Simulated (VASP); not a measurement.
Crystal: IrS.

```
Ir S
1.0
     2.91801    0.00000    0.00000
     0.00000    2.91801    0.00000
     0.00000    0.00000    3.32954
Ir S
1 1
Direct
  0.50000 0.50000 0.50000
  0.00000 0.00000 0.00000
```

* Program: VASP 6.6.1
* Task: relaxation of cell and atoms
* Functional: PBE
* Potentials or basis: VASP PAW PBE potentials, release 64 (Ir, S)
* Cutoff: 500 eV
* k mesh: 18 × 18 × 16
* Occupations: gaussian, width 0.1 eV
* Spin: no spin polarisation

At the start: pressure -0.0 GPa; volume 14.18 Å³/atom.

Question: Where does the relaxation end?

Answer: Over 7 steps the energy falls by 2.7 meV/atom and the volume is 14.17 Å³/atom (-0.1 %); space group P4/mmm (No. 123, to 0.1 Å) before and after.

Step by step:
```tsv
step	energy change (eV)	largest force (eV/Å)	pressure (GPa)	volume (Å³)
1	0.0000	0.0000	-0.04	28.35
2	-0.0037	0.0000	0.02	28.34
3	-0.0053	0.0000	0.15	28.31
4	-0.0053	0.0000	0.16	28.31
5	-0.0053	0.0000	0.17	28.31
6	-0.0053	0.0000	-0.39	28.39
7	-0.0053	0.0000	0.01	28.33
```

Final structure:
```cif
data_structure
_symmetry_space_group_name_H-M 'P 1'
_symmetry_Int_Tables_number 1
_cell_length_a 2.9480
_cell_length_b 2.9480
_cell_length_c 3.2600
_cell_angle_alpha 90.000
_cell_angle_beta 90.000
_cell_angle_gamma 90.000
_cell_volume 28.33
loop_
_atom_site_label
_atom_site_type_symbol
_atom_site_fract_x
_atom_site_fract_y
_atom_site_fract_z
_atom_site_occupancy
Ir1 Ir 0.50000 0.50000 0.50000 1
S1 S 0.00000 0.00000 0.00000 1
```
